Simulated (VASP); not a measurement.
# TiC (I4/mmm) in VASP: further runs

The runs below take TiC through single point, with PBEsol.

All numbers are computed with VASP 6.6.1; they aren't measurements. Logs are shortened: lines on timing, memory, paths and dates and some standing lists are left out, and cuts for length are marked.

**1. The cell of the first run**

Symmetry: I4/mmm, No. 139, tetragonal system. Conventional cell: a = 3.435 Å, b = 3.435 Å, c = 3.435 Å, α = 90.00°, β = 90.00°, γ = 90.00°. Within 2.3 Å of Ti (site symmetry 4/mmm) lie 2 C at 1.72 Å. Within 2.3 Å of C (site symmetry 4/mmm) lie 2 Ti at 1.72 Å.

**2. Single point, PBEsol**

File INCAR:

```
ALGO     = Normal         # electronic algorithm
EDIFF    = 1E-7           # SCF threshold, eV
ENCUT    = 520            # plane-wave cutoff, eV
GGA      = PS             # functional
ISIF     = 2              # what is computed and relaxed
ISMEAR   = 0              # smearing method
LASPH    = True           # aspherical terms in the spheres
LCHARG   = False          # write CHGCAR
LREAL    = False          # projectors in reciprocal space
LWAVE    = False          # write WAVECAR
NBANDS   = 15             # bands
NELM     = 60             # most SCF steps
PREC     = Accurate       # precision mode
SIGMA    = 0.15           # smearing width, eV
```

File KPOINTS:

```
k-points
0
Gamma
  20 20 20
```

File POSCAR:

```
TiC
1.0
    0.0000000000      2.4291301541      1.7173950190
    2.4291301541      0.0000000000      1.7173950190
    2.4291301541      2.4291301541      0.0000000000
Ti C
1 1
Direct
    0.0000000000      0.0000000000      0.0000000000
    0.5000000000      0.5000000000      0.5000000000
```

Potentials or basis: VASP PAW PBE potentials, release 64 (Ti_sv, C).

Started as:

```bash
> cat potpaw_PBE.64/Ti_sv/POTCAR potpaw_PBE.64/C/POTCAR > POTCAR
> mpirun -np 1 vasp_std > vasp.out
```

OUTCAR:

```text
EDIFF = 1E-7
   ENCUT = 520
   GGA = PS
   ISIF = 2
   ISMEAR = 0
   LASPH = True
   LREAL = False
   NELM = 60
   PREC = Accurate

 ion  position               nearest neighbor table
   1  0.000  0.000  0.000-   2 1.72   2 1.72   2 2.43   2 2.43   2 2.43   2 2.43
   2  0.500  0.500  0.500-   1 1.72   1 1.72   1 2.43   1 2.43   1 2.43   1 2.43

  LATTYP: Found a body centered tetragonal cell.
 ALAT       =     3.4353088087
 C/A-ratio  =     0.9998489886

  Lattice vectors:

 A1 = (   0.0000000000,  -2.4291301541,  -1.7173950190)
 A2 = (   0.0000000000,   2.4291301541,  -1.7173950190)
 A3 = (   2.4291301541,   0.0000000000,   1.7173950190)

Analysis of symmetry for initial positions (statically):
=====================================================================
 Subroutine PRICEL returns:
 Original cell was already a primitive cell.

 Routine SETGRP: Setting up the symmetry group for a
 body centered tetragonal supercell.

 Subroutine GETGRP returns: Found 16 space group operations
 (whereof 16 operations were pure point group operations)
 out of a pool of 16 trial point group operations.

The static configuration has the point symmetry D_4h.

Analysis of symmetry for dynamics (positions and initial velocities):
=====================================================================
 Subroutine PRICEL returns:
 Original cell was already a primitive cell.

 Routine SETGRP: Setting up the symmetry group for a
 body centered tetragonal supercell.

 Subroutine GETGRP returns: Found 16 space group operations
 (whereof 16 operations were pure point group operations)
 out of a pool of 16 trial point group operations.

The dynamic configuration has the point symmetry D_4h.

 Subroutine INISYM returns: Found 16 space group operations
 (whereof 16 operations are pure point group operations),
 and found     1 'primitive' translations

----------------------------------------------------------------------------------------

                                     Primitive cell

  volume of cell :      20.2676

  direct lattice vectors                    reciprocal lattice vectors
     0.000000000  2.429130154  1.717395019    -0.205834998  0.205834998  0.291138611
     2.429130154  0.000000000  1.717395019     0.205834998 -0.205834998  0.291138611
     2.429130154  2.429130154  0.000000000     0.205834998  0.205834998 -0.291138611

  length of vectors
     2.974914950  2.974914950  3.435308809     0.411701085  0.411701085  0.411701085

  position of ions in fractional coordinates (direct lattice)
     0.000000000  0.000000000  0.000000000
     0.500000000  0.500000000  0.500000000

  ion indices of the primitive-cell ions
   primitive index   ion index
                 1           1
                 2           2

----------------------------------------------------------------------------------------

 KPOINTS: k-points

Automatic generation of k-mesh.
 Grid dimensions read from file:
 generate k-points for:   20   20   20

 Generating k-lattice:

  Cartesian coordinates                     Fractional coordinates (reciprocal lattice)
    -0.010291750  0.010291750  0.014556931     0.050000000  0.000000000  0.000000000
     0.010291750 -0.010291750  0.014556931     0.000000000  0.050000000  0.000000000
     0.010291750  0.010291750 -0.014556931    -0.000000000 -0.000000000  0.050000000

  Length of vectors
     0.020585054  0.020585054  0.020585054

  Shift w.r.t. Gamma in fractional coordinates (k-lattice)
     0.000000000  0.000000000  0.000000000

 Subroutine IBZKPT returns following result:
 ===========================================

 Found    641 irreducible k-points:

 Following reciprocal coordinates:
            Coordinates               Weight
  0.000000  0.000000  0.000000      1.000000
  0.050000 -0.000000  0.000000      8.000000
  0.100000 -0.000000  0.000000      8.000000
  0.150000 -0.000000  0.000000      8.000000
  0.200000 -0.000000  0.000000      8.000000
  0.250000 -0.000000  0.000000      8.000000
[... 16 lines left out ...]
 -0.400000  0.050000  0.000000      8.000000
 -0.350000  0.050000  0.000000      8.000000
 [... further k-points ...]
   k-points           NKPTS =    641   k-points in BZ     NKDIM =    641   number of bands    NBANDS=     15
   number of dos      NEDOS =    301   number of ions     NIONS =      2
   total plane-waves  NPLWV =  16128
   dimension x,y,z NGX =    24 NGY =   24 NGZ =   28
   dimension x,y,z NGXF=    48 NGYF=   48 NGZF=   56
   ions per type =               1   1
   NGX,Y,Z   is equivalent  to a cutoff of  13.41, 13.41, 13.55 a.u.
   NGXF,Y,Z  is equivalent  to a cutoff of  26.82, 26.82, 27.10 a.u.
 SYSTEM =  unknown system
   PREC   = accura    normal or accurate (medium, high low for compatibility)
   ISTART =      0    job   : 0-new  1-cont  2-samecut
   ICHARG =      2    charge: 1-file 2-atom 10-const
   ISPIN  =      1    spin polarized calculation?
   LNONCOLLINEAR =      F non collinear calculations
   LSORBIT =      F    spin-orbit coupling
   LASPH  =      T    aspherical Exc in radial PAW
   ENCUT  =  520.0 eV  38.22 Ry    6.18 a.u.   5.53  5.53  6.39*2*pi/ulx,y,z
   NELM   =     60;   NELMIN=  2; NELMDL= -5     # of ELM steps
   EDIFF  = 0.1E-06   stopping-criterion for ELM
   LREAL  =      F    real-space projection
   EDIFFG = 0.1E-05   stopping-criterion for IOM
   NSW    =      0    number of steps for IOM
   IBRION =     -1    ionic relax: 0-MD 1-quasi-New 2-CG
   NFREE  =      0    steps in history (QN), initial steepest desc. (CG)
   ISIF   =      2    stress and relaxation
   ISYM   =      2    0-nonsym 1-usesym 2-fastsym
   POTIM  = 0.5000    time-step for ionic-motion
   TEBEG  =    0.0;   TEEND  =   0.0 temperature during run
   PSTRESS=    0.0 pullay stress
   NELECT =      16.0000    total number of electrons
   NUPDOWN=      -1.0000    fix difference up-down
   EMIN   =  10.00;   EMAX   =-10.00  energy-range for DOS
   EFERMI =   0.00;   METHOD = LEGACY
   ISMEAR =     0;   SIGMA  =   0.15  broadening in eV -4-tet -1-fermi 0-gaus
   EFERMI_NEDOS =   21; number of points for ismear=-14 and -15
   IALGO  =     38    algorithm
   IMIX   =      4    mixing-type and parameters
     AMIX     =   0.40;   BMIX     =  1.00
     AMIX_MAG =   1.60;   BMIX_MAG =  1.00
  volume/ion in A,a.u.               =      10.13        68.39
  Fermi-wavevector in a.u.,A,eV,Ry     =   1.513030  2.859212 31.147275  2.289260
  Thomas-Fermi vector in A             =   2.622876
   LORBIT       =      0    0 simple, 1 ext, 2 COOP (PROOUT), +10 PAW based schemes
   GGA     = PS    functional components
   LHFCALC =     F    Hartree Fock is set to
   AEXX    =    0.0000 exact exchange contribution
   IVDW    =     0    specifies the selected vdW correction
   LEPSILON=     F    determine dielectric tensor
   LRPA    =     F    only Hartree local field effects (RPA)
 non-spin polarized calculation
 Gauss-broadening in eV      SIGMA  =   0.15
  energy-cutoff  :      520.00
  volume of cell :       20.27
 maximum number of plane-waves:       563
 NGX is ok and might be reduce to    24
   NGX = 11   NGY = 11   NGZ = 13

 number of electron      15.9999999 magnetization

 Free energy of the ion-electron system (eV)
  ---------------------------------------------------
  ext. energy  EPLUGINS =         0.00000000
  ---------------------------------------------------
  free energy    TOTEN  =       -16.76904457 eV

  energy without entropy =      -16.76264215  energy(sigma->0) =      -16.76584336

 E-fermi :   9.5121     XC(G=0): -12.6654

 val. band max:        9.4917503648   @ k =   0.3000   0.2500   0.0500
 cond. band min:       9.5124232533   @ k =   0.3000  -0.0000   0.2000
 fundamental gap:      0.0206728885
 Fermi energy:         9.5120763329

 k-point     1 :       0.0000    0.0000    0.0000
  band No.  band energies     occupation
      1     -46.6060      2.00000
      2     -23.1623      2.00000
      3     -22.7453      2.00000
      4     -22.7453      2.00000
      5      -3.0813      2.00000
      6       9.4064      1.68068
      7       9.7502      0.02477
      8       9.7502      0.02477
      9       9.9383      0.00006
     10      10.3411      0.00000
     11      10.3411      0.00000
     12      11.9628      0.00000
     13      13.1080      0.00000
     14      23.0288      0.00000
     15      24.8142      0.00000

 k-point     2 :       0.0500   -0.0000    0.0000
  band No.  band energies     occupation
      1     -46.6040      2.00000
      2     -23.1689      2.00000
      3     -22.7514      2.00000
      4     -22.7491      2.00000
      5      -3.0132      2.00000
      6       8.9420      2.00000
      7       9.1880      1.99775
      8       9.5444      0.76047
      9       9.9277      0.00009
     10      10.9407      0.00000
     11      11.0227      0.00000
     12      11.9786      0.00000
     13      13.0975      0.00000
     14      23.1147      0.00000
     15      24.6745      0.00000

 k-point     3 :       0.1000   -0.0000    0.0000
  band No.  band energies     occupation
      1     -46.5982      2.00000
      2     -23.1896      2.00000
      3     -22.7678      2.00000
      4     -22.7602      2.00000
      5      -2.8111      2.00000
      6       8.1186      2.00000
      7       8.4254      2.00000
      8       9.3505      1.87244
      9      10.0960      0.00000
     10      11.5548      0.00000
     11      11.9379      0.00000
     12      12.1374      0.00000
     13      13.1717      0.00000
     14      23.2962      0.00000
     15      24.3018      0.00000
[... 343 lines left out ...]
 k-point    23 :      -0.4000    0.0500    0.0000
  band No.  band energies     occupation
      1     -46.5300      2.00000
      2     -23.5102      2.00000
      3     -22.8913      2.00000
      4     -22.8572      2.00000
      5       0.2615      2.00000
      6       4.1276      2.00000
      7       5.5896      2.00000
      8       6.4098      2.00000
      9      11.8114      0.00000
     10      12.7004      0.00000
     11      14.0377      0.00000
     12      16.3982      0.00000
     13      17.7660      0.00000
     14      18.3329      0.00000
     15      22.4801      0.00000

 k-point    24 :      -0.3500    0.0500    0.0000
  band No.  band energies     occupation
      1     -46.5388      2.00000
      2     -23.4583      2.00000
      3     -22.8744      2.00000
      4     -22.8574      2.00000
      5      -0.4148      2.00000
      6       4.6074      2.00000
      7       5.8569      2.00000
      8       7.0987      2.00000
      9      11.8695      0.00000
     10      12.2308      0.00000
     11      13.4820      0.00000
     12      15.8939      0.00000
     13      17.2596      0.00000
     14      19.0087      0.00000
     15      23.2569      0.00000

 [... further k-points ...]

------------------------ aborting loop because EDIFF is reached ----------------------------------------

  FORCE on cell =-STRESS in cart. coord.  units (eV):
  Direction    XX          YY          ZZ          XY          YZ          ZX
  --------------------------------------------------------------------------------------
  -------------------------------------------------------------------------------------
  Total       -3.7122028     -3.7122028     26.1445533      0.0000000     -0.0000000      0.0000000
  in kB     -293.4543199   -293.4543199   2066.7599779      0.0000000     -0.0000000      0.0000000
  external PRESSURE =     493.2837794 kB  Pullay stress =       0.0000000 kB

 VOLUME and BASIS-vectors are now :
 -----------------------------------------------------------------------------
  energy-cutoff  :      520.00
  volume of cell :       20.27
      direct lattice vectors                 reciprocal lattice vectors
     0.000000000  2.429130154  1.717395019    -0.205834998  0.205834998  0.291138611
     2.429130154  0.000000000  1.717395019     0.205834998 -0.205834998  0.291138611
     2.429130154  2.429130154  0.000000000     0.205834998  0.205834998 -0.291138611

 POSITION                                       TOTAL-FORCE (eV/Angst)
 -----------------------------------------------------------------------------------
      0.00000      0.00000      0.00000         0.000000      0.000000      0.000000
      2.42913      2.42913      1.71740        -0.000000      0.000000      0.000000
 -----------------------------------------------------------------------------------
    total drift:                                0.000000     -0.000000     -0.000000

  FREE ENERGIE OF THE ION-ELECTRON SYSTEM (eV)
  ---------------------------------------------------
  free  energy   TOTEN  =       -16.7690445659 eV

  energy  without entropy=      -16.7626421467  energy(sigma->0) =      -16.76584336
```

Wall time 6 min (1 thread of Intel Xeon 8259CL, shared host); peak memory 0.32 GiB.

Results:

| Property | Result |
| --- | --- |
| Free energy | -16.7690 eV |
| Pressure | 49.3 GPa |
| Band gap on the k mesh | zero (bands 8 and 9 overlap by 2.20 eV) |

Stress tensor (GPa, compression positive):
```
-29.35   0.00   0.00
  0.00 -29.35   0.00
  0.00   0.00 206.68
```

Caveat: the stress differs along the axes, from -29 to 207 GPa; the PAW data sets were made with another functional, which shifts forces and pressure a little.

(Part 1 of 2 ends here.)

The gap in the log of VASP goes by the Fermi energy; the results here count the filled bands.